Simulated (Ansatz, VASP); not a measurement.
## Two plane-wave programs on BaTiO3

The input INCAR:

```
  PREC = Accurate
  ENCUT = 600
  EDIFF = 1E-6
  ISMEAR = 0
  SIGMA = 0.01
  LREAL = F
  LASPH = T
  NELM = 200
  ALGO = Normal
  ISIF = 2
  LWAVE = F
  LCHARG = F
  LMAXMIX = 4
  LDAU = T
  LDAUTYPE = 2
  LDAUL = -1 2 -1
  LDAUU = 0 6 0
  LDAUJ = 0 0 0
  LDAUPRINT = 1
  GGA = PS
  NBANDS = 28
  GGA_COMPAT = F
```

The input KPOINTS:

```
regular mesh
0
Gamma
  4 4 4
```

Contents of POSCAR:

```
BaTiO3
1.0
    3.9855000000      0.0000000000      0.0000000000
    0.0000000000      2.8369000000     -2.8451500000
    0.0000000000      2.8369000000      2.8451500000
Ba Ti O
1 1 3
Direct
    0.0000000000      0.0000000000      0.0000000000
    0.5000000000      0.4876000000      0.5124000000
    0.0000000000      0.5126000000      0.4874000000
    0.5000000000      0.0081600000      0.5052400000
    0.5000000000      0.4947600000      0.9918400000
```

Input for Ansatz:

```yaml
crystal:
  lattice:
    a: 3.9855
    b: 5.6738
    c: 5.6903
    alpha: 90.0
    beta: 90.0
    gamma: 90.0
  space_group: 38
  setting:
    hermann_mauguin: Amm2
  atoms:
    - { symbol: Ba, position: [0.0, 0.0, 0.0] }
    - { symbol: Ti, position: [0.5, 0.5, 0.0124] }
    - { symbol: O, position: [0.0, 0.5, 0.9874] }
    - { symbol: O, position: [0.5, 0.2567, 0.24854] }
  reduce_to_primitive: true
basis:
  ecutwfc: 550.0
kpoints:
  mp_grid:
    grid: [4, 4, 4]
hamiltonian:
  xc: pbesol
  hubbard:
    - { species: Ti, l: d, u_eff: 6.0 }
scf:
  occupations:
    method: fixed
output:
  eigenvalues: true
```

Alike in both runs: task single point; functional PBEsol; k mesh 4 × 4 × 4; no spin polarisation; Hubbard terms Ti d U = 6.0 eV.

```csv
,VASP,Ansatz
version,VASP 6.6.1,Ansatz 0.2.0
potentials or method,"VASP PAW PBE potentials, release 64 (Ba_sv, Ti_sv, O), cutoff 600 eV","plane waves, PAW"
occupations,"gaussian, width 0.01 eV",fixed
valence electrons in the cell,40,40
```

Ansatz gave:

| Quantity | Value |
| --- | --- |
| gap on the k mesh at the Fermi level (eV) | 2.57 |

Question: What did VASP give for the same quantities?

Answer: gap on the k mesh at the Fermi level (eV): 2.51.

VASP's potentials were made for PBE, not for PBEsol. The programs project onto different local orbitals, so the same U acts differently, and such runs can settle in different states.

Neither program's run includes spin-orbit coupling.
